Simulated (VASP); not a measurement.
# WC (Fm-3m) in VASP: notebook

WC is run at these levels: PBE, PBE+D3(BJ), PBE+D4; tasks: single point.

Everything below comes from runs of VASP 6.6.1. Logs are shortened: lines on timing, memory, paths and dates and some standing lists are left out, and cuts for length are marked.

**1. The cell of the first run**

The structure is cubic, space group Fm-3m (No. 225). The conventional cell has a = 4.385 Å, b = 4.385 Å, c = 4.385 Å, α = 90.00°, β = 90.00°, γ = 90.00°. W (site symmetry m-3m) has 6 C at 2.19 Å within 2.9 Å. C (site symmetry m-3m) has 6 W at 2.19 Å within 2.9 Å.

**2. Single point, PBE**

File INCAR:

```
SYSTEM = WC
ALGO     = Normal         ! electronic algorithm
EDIFF    = 1E-6           ! SCF threshold, eV
ENCUT    = 520            ! plane-wave cutoff, eV
GGA      = PE             ! functional
ISIF     = 2              ! what is computed and relaxed
ISMEAR   = 0              ! smearing method
LASPH    = .True.         ! aspherical terms in the spheres
LCHARG   = .False.        ! write CHGCAR
LREAL    = .False.        ! projectors in reciprocal space
LWAVE    = .False.        ! write WAVECAR
NBANDS   = 16             ! bands
NELM     = 80             ! most SCF steps
PREC     = Accurate       ! precision mode
SIGMA    = 0.026000000000000002 ! smearing width, eV
```

File KPOINTS:

```
k-points
0
Gamma
  10 10 10
  0 0 0
```

File POSCAR:

```
WC
1.0
    0.0000000000      2.1926840000      2.1926840000
    2.1926840000      0.0000000000      2.1926840000
    2.1926840000      2.1926840000      0.0000000000
W C
1 1
Direct
    0.0000000000      0.0000000000      0.0000000000
    0.5000000000      0.5000000000      0.5000000000
```

Potentials or basis: VASP PAW PBE potentials, release 64 (W_sv, C).

Command:

```bash
$ cat potpaw_PBE.64/W_sv/POTCAR potpaw_PBE.64/C/POTCAR > POTCAR
$ mpirun -np 1 vasp_std > vasp.out
```

OUTCAR:

```text
SYSTEM = WC
   EDIFF = 1E-6
   ENCUT = 520
   GGA = PE
   ISIF = 2
   ISMEAR = 0
   LASPH = .True.
   LREAL = .False.
   NELM = 80
   PREC = Accurate

 ion  position               nearest neighbor table
   1  0.000  0.000  0.000-   2 2.19   2 2.19   2 2.19   2 2.19   2 2.19   2 2.19
   2  0.500  0.500  0.500-   1 2.19   1 2.19   1 2.19   1 2.19   1 2.19   1 2.19

  LATTYP: Found a face centered cubic cell.
 ALAT       =     4.3853680000

  Lattice vectors:

 A1 = (   0.0000000000,   2.1926840000,   2.1926840000)
 A2 = (   2.1926840000,   0.0000000000,   2.1926840000)
 A3 = (   2.1926840000,   2.1926840000,   0.0000000000)

Analysis of symmetry for initial positions (statically):
=====================================================================
 Subroutine PRICEL returns:
 Original cell was already a primitive cell.

 Routine SETGRP: Setting up the symmetry group for a
 face centered cubic supercell.

 Subroutine GETGRP returns: Found 48 space group operations
 (whereof 48 operations were pure point group operations)
 out of a pool of 48 trial point group operations.

The static configuration has the point symmetry O_h .

Analysis of symmetry for dynamics (positions and initial velocities):
=====================================================================
 Subroutine PRICEL returns:
 Original cell was already a primitive cell.

 Routine SETGRP: Setting up the symmetry group for a
 face centered cubic supercell.

 Subroutine GETGRP returns: Found 48 space group operations
 (whereof 48 operations were pure point group operations)
 out of a pool of 48 trial point group operations.

The dynamic configuration has the point symmetry O_h .

 Subroutine INISYM returns: Found 48 space group operations
 (whereof 48 operations are pure point group operations),
 and found     1 'primitive' translations

----------------------------------------------------------------------------------------

                                     Primitive cell

  volume of cell :      21.0842

  direct lattice vectors                    reciprocal lattice vectors
     0.000000000  2.192684000  2.192684000    -0.228031034  0.228031034  0.228031034
     2.192684000  0.000000000  2.192684000     0.228031034 -0.228031034  0.228031034
     2.192684000  2.192684000  0.000000000     0.228031034  0.228031034 -0.228031034

  length of vectors
[... 74 lines left out ...]
   ISTART =      0    job   : 0-new  1-cont  2-samecut
   ICHARG =      2    charge: 1-file 2-atom 10-const
   ISPIN  =      1    spin polarized calculation?
   LNONCOLLINEAR =      F non collinear calculations
   LSORBIT =      F    spin-orbit coupling
   LASPH  =      T    aspherical Exc in radial PAW
   ENCUT  =  520.0 eV  38.22 Ry    6.18 a.u.   5.77  5.77  5.77*2*pi/ulx,y,z
   NELM   =     80;   NELMIN=  2; NELMDL= -5     # of ELM steps
   EDIFF  = 0.1E-05   stopping-criterion for ELM
   LREAL  =      F    real-space projection
   EDIFFG = 0.1E-04   stopping-criterion for IOM
   NSW    =      0    number of steps for IOM
   IBRION =     -1    ionic relax: 0-MD 1-quasi-New 2-CG
   NFREE  =      0    steps in history (QN), initial steepest desc. (CG)
   ISIF   =      2    stress and relaxation
   ISYM   =      2    0-nonsym 1-usesym 2-fastsym
   POTIM  = 0.5000    time-step for ionic-motion
   TEBEG  =    0.0;   TEEND  =   0.0 temperature during run
   PSTRESS=    0.0 pullay stress
   NELECT =      18.0000    total number of electrons
   NUPDOWN=      -1.0000    fix difference up-down
   EMIN   =  10.00;   EMAX   =-10.00  energy-range for DOS
   EFERMI =   0.00;   METHOD = LEGACY
   ISMEAR =     0;   SIGMA  =   0.03  broadening in eV -4-tet -1-fermi 0-gaus
   EFERMI_NEDOS =   21; number of points for ismear=-14 and -15
   IALGO  =     38    algorithm
   IMIX   =      4    mixing-type and parameters
     AMIX     =   0.40;   BMIX     =  1.00
     AMIX_MAG =   1.60;   BMIX_MAG =  1.00
  volume/ion in A,a.u.               =      10.54        71.14
  Fermi-wavevector in a.u.,A,eV,Ry     =   1.553029  2.934800 32.815887  2.411900
  Thomas-Fermi vector in A             =   2.657319
   LORBIT       =      0    0 simple, 1 ext, 2 COOP (PROOUT), +10 PAW based schemes
   GGA     = PE    functional components
   LHFCALC =     F    Hartree Fock is set to
   AEXX    =    0.0000 exact exchange contribution
   IVDW    =     0    specifies the selected vdW correction
   LEPSILON=     F    determine dielectric tensor
   LRPA    =     F    only Hartree local field effects (RPA)
 non-spin polarized calculation
 Gauss-broadening in eV      SIGMA  =   0.03
  energy-cutoff  :      520.00
  volume of cell :       21.08
 maximum number of plane-waves:       588
   NGX = 11   NGY = 11   NGZ = 11

 number of electron      18.0000001 magnetization

 Free energy of the ion-electron system (eV)
  ---------------------------------------------------
  ext. energy  EPLUGINS =         0.00000000
  ---------------------------------------------------
  free energy    TOTEN  =       -21.56830475 eV

  energy without entropy =      -21.56760370  energy(sigma->0) =      -21.56795422

 E-fermi :  12.4894     XC(G=0): -13.7146

 val. band max:       12.3571223233   @ k =   0.3000   0.2000   0.1000
 cond. band min:      12.4921252336   @ k =  -0.1000   0.1000   0.0000
 fundamental gap:      0.1350029103
 Fermi energy:        12.4893788986

 k-point     1 :       0.0000    0.0000    0.0000
  band No.  band energies     occupation
      1     -63.0343      2.00000
      2     -27.0283      2.00000
      3     -27.0283      2.00000
      4     -27.0283      2.00000
      5      -3.4030      2.00000
      6       9.6594      2.00000
[... 433 lines left out ...]
      3     -27.2048      2.00000
      4     -27.1871      2.00000
      5      -0.9616      2.00000
      6       5.3424      2.00000
[... 8 lines left out ...]
     15      24.1317      0.00000
     16      27.7973      0.00000

 [... further k-points ...]
[... 5 lines left out ...]
  --------------------------------------------------------------------------------------
  -------------------------------------------------------------------------------------
  Total       -0.0838857     -0.0838857     -0.0838857     -0.0000000     -0.0000000      0.0000000
  in kB       -6.3744124     -6.3744124     -6.3744124     -0.0000000     -0.0000000      0.0000000
  external PRESSURE =      -6.3744124 kB  Pullay stress =       0.0000000 kB

 VOLUME and BASIS-vectors are now :
 -----------------------------------------------------------------------------
  energy-cutoff  :      520.00
  volume of cell :       21.08
      direct lattice vectors                 reciprocal lattice vectors
     0.000000000  2.192684000  2.192684000    -0.228031034  0.228031034  0.228031034
     2.192684000  0.000000000  2.192684000     0.228031034 -0.228031034  0.228031034
     2.192684000  2.192684000  0.000000000     0.228031034  0.228031034 -0.228031034

 POSITION                                       TOTAL-FORCE (eV/Angst)
 -----------------------------------------------------------------------------------
      0.00000      0.00000      0.00000         0.000000      0.000000      0.000000
      2.19268      2.19268      2.19268         0.000000      0.000000      0.000000
 -----------------------------------------------------------------------------------
    total drift:                                0.000000     -0.000000     -0.000000

  FREE ENERGIE OF THE ION-ELECTRON SYSTEM (eV)
  ---------------------------------------------------
  free  energy   TOTEN  =       -21.5683047457 eV

  energy  without entropy=      -21.5676036969  energy(sigma->0) =      -21.56795422
```

OSZICAR:

```text
N       E                     dE             d eps       ncg     rms          rms(c)
DAV:   1     0.112763917444E+03    0.11276E+03   -0.92600E+03  1504   0.124E+03
DAV:   2    -0.215944412867E+02   -0.13436E+03   -0.12953E+03  1816   0.341E+02
DAV:   3    -0.250405626743E+02   -0.34461E+01   -0.34233E+01  1672   0.510E+01
DAV:   4    -0.250586907923E+02   -0.18128E-01   -0.18127E-01  1912   0.418E+00
DAV:   5    -0.250588194807E+02   -0.12869E-03   -0.12869E-03  1672   0.339E-01    0.307E+01
DAV:   6    -0.216772030356E+02    0.33816E+01   -0.86509E+00  1824   0.277E+01    0.770E+00
DAV:   7    -0.215970781803E+02    0.80125E-01   -0.49897E-01  1528   0.565E+00    0.634E+00
DAV:   8    -0.215700793438E+02    0.26999E-01   -0.76102E-02  1680   0.242E+00    0.142E+00
DAV:   9    -0.215683682169E+02    0.17111E-02   -0.34483E-03  1608   0.581E-01    0.123E-01
DAV:  10    -0.215683189261E+02    0.49291E-04   -0.43334E-04  1816   0.205E-01    0.326E-02
DAV:  11    -0.215683112848E+02    0.76413E-05   -0.73288E-05  1760   0.644E-02    0.303E-02
DAV:  12    -0.215683051215E+02    0.61633E-05   -0.14994E-05  1736   0.285E-02    0.868E-03
DAV:  13    -0.215683047457E+02    0.37579E-06   -0.10074E-06  1072   0.745E-03
   1 F= -.21568305E+02 E0= -.21567954E+02  d E =-.701049E-03
```

It took 7.1 s on 1 thread of Intel Xeon Platinum 8559C (Emerald Rapids), shared host; peak memory 0.14 GiB.

What came out:

| Property | Result |
| --- | --- |
| Free energy | -21.5683 eV |
| Pressure | -0.6 GPa |
| Band gap on the k mesh | zero (band 9 reaches 13.45 eV, above the bottom of band 10 at 10.27 eV) |

Caveat: spin-orbit coupling is left out, which moves the levels of the heavy elements.

(Continued in part 2 of 3.)
